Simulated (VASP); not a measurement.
Write the native input for VASP 6.6.1 that does the following.

```yaml
Task: single point
Functional: PBEsol
Potentials_or_basis: VASP PAW PBE potentials, release 64 (Cu)
Cutoff: 520 eV
k_mesh: 24 × 24 × 12
Occupations: gaussian, width 0.15 eV
Spin: no spin polarisation
Dipole_correction: no
Further_INCAR_settings: ALGO = Fast; EDIFF = 1e-07; NBANDS = 18
```

The structure of Cu lies in POSCAR:

```
Cu
1.0
    2.5340966698      0.0000000000      0.0000000000
   -1.2670483349      2.1945920917      0.0000000000
    0.0000000000      0.0000000000      4.0303195800
Cu
2
Direct
    0.3333333333      0.6666666667      0.2500000000
    0.6666666667      0.3333333333      0.7500000000
```

This cell differs from its parent crystal: strain -0.0200 x Voigt [0, 0, 1, 0, 0, 0].

The input as run:

INCAR

```
SYSTEM = Cu
PREC = Accurate
ENCUT = 520
EDIFF = 1E-7
ISMEAR = 0
SIGMA = 0.15
LREAL = .FALSE.
LASPH = .TRUE.
NELM = 60
ALGO = Fast
ISIF = 2
LWAVE = .FALSE.
LCHARG = .TRUE.
GGA = PS
LELF = .TRUE.
LVHAR = .TRUE.
NBANDS = 18
```

KPOINTS

```
Automatic mesh
0
G
  24 24 12
  0 0 0
```

Potentials or basis: VASP PAW PBE potentials, release 64 (Cu).

Launch:

```bash
$ cat potpaw_PBE.64/Cu/POTCAR > POTCAR
$ mpirun -np 1 vasp_std > vasp.out
```

It gave:

```yaml
Pressure: 2.7 GPa
Band_gap_on_the_k_mesh: zero (band 11 reaches 12.07 eV, above the bottom of band 12 at 6.04 eV)
```

Caveat: the cell differs from its parent crystal (strain -0.0200 x Voigt [0, 0, 1, 0, 0, 0]); the PAW data sets were made with another functional, which shifts forces and pressure a little.

It took 77 s on 1 thread of Intel(R) Xeon(R) 6975P-C (Granite Rapids) (shared host), peak memory 0.24 GiB.
